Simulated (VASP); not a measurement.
Write the native input for VASP 6.6.1 that does the following.

```yaml
Task: relaxation of cell and atoms
Functional: r2SCAN
Potentials_or_basis: VASP PAW PBE potentials, release 64 (Al, N)
Cutoff: 600 eV
k_mesh: 12 × 12 × 6
Occupations: fermi-dirac, width 0.02 eV
Spin: no spin polarisation
Dipole_correction: no
Further_INCAR_settings: ALGO = Normal; EDIFF = 1e-07; IBRION = 2; EDIFFG = -0.005; NSW = 80; ISIF = 3
```

The system is AlN.

```
Al N
1.0
     3.13019    0.00000    0.00000
    -1.56510    2.71083    0.00000
     0.00000    0.00000    5.01792
Al N
2 2
Direct
  0.33333 0.66667 0.99673
  0.66667 0.33333 0.49673
  0.33333 0.66667 0.37827
  0.66667 0.33333 0.87827
```

One way to write it, as run:

POSCAR

```
AlN
1.0
    3.1301934354      0.0000000000      0.0000000000
   -1.5650967177      2.7108270338      0.0000000000
    0.0000000000      0.0000000000      5.0179194802
Al N
2 2
Direct
    0.3333333333      0.6666666667     -0.0032711563
    0.6666666667      0.3333333333      0.4967288437
    0.3333333333      0.6666666667      0.3782711563
    0.6666666667      0.3333333333      0.8782711563
```

INCAR.step1

```
PREC = Accurate
ENCUT = 600
ISMEAR = -1
SIGMA = 0.02
LREAL = False
LASPH = True
NELM = 80
GGA = PE
ALGO = Normal
EDIFF = 1E-4
LWAVE = True
LCHARG = False
```

INCAR.step2

```
PREC = Accurate
ENCUT = 600
EDIFF = 1E-7
ISMEAR = -1
SIGMA = 0.02
LREAL = False
LASPH = True
NELM = 80
ALGO = Normal
ISIF = 3
LWAVE = False
LCHARG = False
METAGGA = R2SCAN
LMIXTAU = True
IBRION = 2
NSW = 80
EDIFFG = -0.005
ISTART = 1
```

KPOINTS

```
regular mesh
0
Gamma
  12 12 6
```

Potentials or basis: VASP PAW PBE potentials, release 64 (Al, N).

Run with:

```bash
$ cat potpaw_PBE.64/Al/POTCAR potpaw_PBE.64/N/POTCAR > POTCAR
$ cp INCAR.step1 INCAR
$ mpirun -np 1 vasp_std > vasp.out
$ cp INCAR.step2 INCAR
$ mpirun -np 1 vasp_std > vasp.out
```

It gave:

| Item | Value |
| --- | --- |
| Relaxed volume | 10.39 Å³/atom |
| Relaxed cell | a = 3.105 Å, b = 3.105 Å, c = 4.976 Å, α = 90.00°, β = 90.00°, γ = 120.00° |
| Space group after relaxing (to 0.1 Å) | P6_3mc (No. 186) |
| Energy gained by relaxing | 4.0 meV/atom |
| Ionic steps | 7 |
| Pressure after relaxing | 0.0 GPa |
| Band gap on the k mesh | 4.93 eV |

Caveat: the PAW data sets were made with another functional, which shifts forces and pressure a little.

It took 8.8 min on 1 thread of Intel(R) Xeon(R) Platinum 8559C (Emerald Rapids) (shared host), peak memory 0.21 GiB.
